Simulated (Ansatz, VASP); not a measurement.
# Two plane-wave programs on Co

Contents of INCAR:

```
SYSTEM = Co
  PREC = Accurate
  ENCUT = 600
  EDIFF = 1E-7
  ISMEAR = -1
  SIGMA = 0.05
  LREAL = .False.
  LASPH = .True.
  NELM = 200
  ALGO = Normal
  ISIF = 3
  LWAVE = .False.
  LCHARG = .False.
  ISPIN = 2
  MAGMOM = 1.7
  LORBIT = 11
  LMAXMIX = 4
  IBRION = 2
  NSW = 60
  EDIFFG = -0.005
  GGA_COMPAT = .False.
  NELMIN = 4
```

The input KPOINTS:

```
Automatic mesh
0
Gamma
  17 17 17
  0 0 0
```

POSCAR

```
Co
1.0
    2.2110818260      0.0000000000      0.0000000000
    0.0000000000      2.2110818260      0.0000000000
    0.0000000000      0.0000000000      2.2110818260
Co
1
Direct
    0.0000000000      0.0000000000      0.0000000000
```

Input for Ansatz:

```yaml
crystal:
  lattice:
    - [2.211081826, 0.0, 0.0]
    - [0.0, 2.211081826, 0.0]
    - [0.0, 0.0, 2.211081826]
  atoms:
    - { symbol: Co, position: [0.0, 0.0, 0.0], spin: 1.7 }
magnetization:
  spin_polarized: true
kpoints:
  mp_grid: { grid: [17, 17, 17] }
scf:
  occupations: { method: fermi_dirac, width: 0.05 }
hamiltonian:
  xc: lda
  pseudopotentials: { kind: paw }
output:
  forces: true
  stress: true
  write_density: true
  write_potential: true
  elf: true
  volumetric_format: npy
relax:
  f_tol: 0.005
  max_steps: 40
  cell: {}
```

Alike in both runs: task relaxation of cell and atoms; functional LDA; k mesh 17 × 17 × 17; occupations fermi-dirac, width 0.05 eV; collinear spin.

|  | VASP | Ansatz |
| --- | --- | --- |
| version | VASP 6.6.1 | Ansatz 0.2.0 |
| potentials or method | VASP PAW LDA potentials, release 64 (Co_sv) | PAW with Ansatz's default frozen-core files, scalar-relativistic |
| plane-wave cutoff (eV) | 600 | 420 |
| valence electrons in the cell | 17 | 17 |

|  | VASP | Ansatz | Ansatz less VASP |
| --- | --- | --- | --- |
| net moment per atom (μB) | 1.46 | 1.54 | +0.080 |
| size of the moment on the site where the two differ most (μB) | 1.44 | 1.52 | +0.087 |
| relaxed volume (Å³/atom) | 11.24 | 11.47 | +0.232 |
| relaxed cell length with the largest relative difference (Å) | 2.240 | 2.255 | +0.0153 |

LDA's correlation is that of Perdew and Zunger in VASP and of Perdew and Wang (1992) in Ansatz. Site moments also hang on the region over which each program counts them.
